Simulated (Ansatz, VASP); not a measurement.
**Two plane-wave programs on SnTe**

```xyz
4
Lattice="5.3879 0.0000 0.0000 -2.6940 4.6661 0.0000 0.0000 0.0000 6.4239" Properties=species:S:1:pos:R:3 pbc="T T T"
Sn    0.0000    3.1107    1.6060
Sn    2.6940    1.5554    4.8179
Te    2.6940    1.5554    1.6060
Te    0.0000    3.1107    4.8179
```

Alike in both runs: task single point; functional LDA; k mesh 6 × 6 × 4; no spin polarisation.

```csv
,VASP,Ansatz
version,VASP 6.6.1,Ansatz 0.2.0
potentials or method,"VASP PAW LDA potentials, release 64 (Sn_d, Te)","plane waves, PAW"
plane-wave cutoff (eV),520,420
occupations,"gaussian, width 0.01 eV",fixed
valence electrons in the cell,40,60
```

VASP gave:

- gap on the k mesh at the Fermi level (eV): 0.41
- pressure (GPa): -2.0
- traceless stress, the component that is largest in VASP (GPa): -0.05

Question: Estimate Ansatz's values.

Answer: gap on the k mesh at the Fermi level (eV): 0.42; pressure (GPa): -2.0; traceless stress, the component that is largest in VASP (GPa): -0.04.

LDA's correlation is that of Perdew and Zunger in VASP and of Perdew and Wang (1992) in Ansatz. VASP's potentials hold 40 valence electrons a cell and Ansatz's 60, so a difference there can come from the potentials and not from the codes.

Spin-orbit coupling is off throughout.
